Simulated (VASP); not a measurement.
The system is BN.

```
B N
1.0
     2.50084    0.00000    0.00000
    -1.25042    2.16579    0.00000
     0.00000    0.00000    6.89312
B N
2 2
Direct
  0.33333 0.66667 0.25000
  0.66667 0.33333 0.75000
  0.66667 0.33333 0.25000
  0.33333 0.66667 0.75000
```

Base run:

```yaml
Program: VASP 6.6.1
Functional: r2SCAN
Potentials_or_basis: VASP PAW PBE potentials, release 64 (B, N)
Cutoff: 660 eV
k_mesh: 12 × 12 × 4
Occupations: gaussian, width 0.01 eV
Spin: no spin polarisation
```

Its results: band gap on the k mesh 4.93 eV (least direct gap 5.37 eV); pressure 0.4 GPa.

Question: After a change of settings the same cell gave: band gap on the k mesh 4.34 eV (least direct gap 4.66 eV); pressure 3.7 GPa. Which change was it?
A. functional from r2SCAN to PBE0; cutoff from 660 eV to 520 eV; k mesh from 12 × 12 × 4 to 9 × 9 × 4
B. functional from r2SCAN to LDA; potentials or basis from VASP PAW PBE potentials, release 64 (B, N) to VASP PAW LDA potentials, release 64 (B, N); cutoff from 660 eV to 600 eV
C. functional from r2SCAN to PBE; cutoff from 660 eV to 600 eV; occupations from gaussian, width 0.01 eV to fermi-dirac, width 0.02 eV

Answer: C.

Caveats: the PAW data sets were made with another functional, which shifts forces and pressure a little (at least some runs); the cell stands under pressure (at least some runs); this functional lacks dispersion, which binds the layers, so the pressure and a relaxed spacing across them are unreliable (at least some runs).
